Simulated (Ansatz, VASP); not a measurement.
## Two plane-wave programs on BN

Contents of INCAR:

```
PREC = Accurate
ENCUT = 520
EDIFF = 1E-7
ISMEAR = -1
SIGMA = 0.02
LREAL = F
LASPH = T
NELM = 60
ALGO = Normal
ISIF = 2
LWAVE = F
LCHARG = F
GGA = PE
NBANDS = 11
```

The input KPOINTS:

```
regular mesh
0
Gamma
  12 12 12
```

POSCAR

```
BN
1.0
    0.0000000000      3.2928569245      2.1632761898
    1.2198095259      0.0000000000      2.1632761898
    1.2198095259      3.2928569245      0.0000000000
B N
1 1
Direct
   -0.0008201111     -0.0008201111      1.0008201111
    0.6675201011      0.6675201011      0.3324798989
```

Input for Ansatz:

```yaml
crystal:
  lattice:
    - [0.0, 3.2928569245, 2.1632761898]
    - [1.2198095259, 0.0, 2.1632761898]
    - [1.2198095259, 3.2928569245, 0.0]
  atoms:
    - { symbol: B, position: [-0.0008201111, -0.0008201111, 1.0008201111] }
    - { symbol: "N", position: [0.6675201011, 0.6675201011, 0.3324798989] }
kpoints:
  mp_grid: { grid: [12, 12, 12] }
  band_path:
    path:
      - [0.0, 0.0, 0.0]
      - [0.5, 0.0, 0.5]
      - [1.0, 0.5, 0.5]
      - [0.5, 0.5, 0.0]
      - [0.0, 0.3696802579, 0.3696802579]
      - [1.0, 0.6303197421, 0.6303197421]
      - [0.5, 0.297518017, 0.797518017]
      - [0.5, 0.702481983, 0.202481983]
      - [0.5, 0.5, 0.5]
      - [0.0, 0.3327122321, 0.3327122321]
      - [0.497396, 0.354167, -0.145833]
    npoints: 1
hamiltonian:
  xc: pbe
scf:
  occupations: { method: fermi_dirac, width: 0.02 }
  n_extra_bands: 4
output:
  forces: true
  stress: true
  eigenvalues: true
```

Change from the starting cell: uniaxial_x strain -2.5%.

Alike in both runs: task single point; functional PBE; k mesh 12 × 12 × 12; occupations fermi-dirac, width 0.02 eV; no spin polarisation.

|  | VASP | Ansatz |
| --- | --- | --- |
| version | VASP 6.6.1 | Ansatz 0.2.0 |
| potentials or method | VASP PAW PBE potentials, release 64 (B, N) | plane waves, PAW |
| plane-wave cutoff (eV) | 520 | 420 |
| valence electrons in the cell | 8 | 8 |

```csv
,VASP,Ansatz,Ansatz less VASP
gap on the k mesh at the Fermi level (eV),3.49,3.50,+0.008
pressure (GPa),14.7,14.6,-0.07
"traceless stress, the component that is largest in VASP (GPa)",14.67,14.54,-0.139
rms of the force components (eV/Å),0.010,0.009,-0.0007
```

Atom by atom the forces differ by 0.001 eV/Å (rms over components). With one functional, cell and mesh, what is left measures potentials, basis and numerics.
